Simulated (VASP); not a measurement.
C, 2 atoms in the cell. It takes space group Fd-3m (No. 227, cubic). The conventional cell has a = 3.620 Å, b = 3.620 Å, c = 3.620 Å, α = 90.00°, β = 90.00°, γ = 90.00°. Within 2.1 Å of C (site symmetry -43m) lie 4 C at 1.57 Å.  This cell differs from its parent crystal: strain +0.015 along x and y, +0.015 along z.

| Quantity | Value |
| --- | --- |
| Program | VASP 6.6.1 |
| Task | single point |
| Functional | PBE |
| Potentials or basis | VASP PAW PBE potentials, release 64 (C) |
| Cutoff | 520 eV |
| k mesh | 12 × 12 × 12 |
| Occupations | gaussian, width 0.05 eV |
| Spin | no spin polarisation |
| Dipole correction | no |
| Further INCAR settings | ALGO = Normal; EDIFF = 1e-06; NBANDS = 11 |

Potentials or basis: VASP PAW PBE potentials, release 64 (C).

Command:

```console
$ cat potpaw_PBE.64/C/POTCAR > POTCAR
$ mpirun -np 1 vasp_std > vasp.out
```

Hardware: 1 thread of AMD EPYC 7R43 64-Core Processor (Zen 3), with other jobs on the host.

Question: Estimate the wall time of this run.

Answer: It took 7.9 s on 1 thread of AMD EPYC 7R43 64-Core Processor (Zen 3) (shared host), peak memory 0.09 GiB. Counts: scf iterations 11, k points 72.
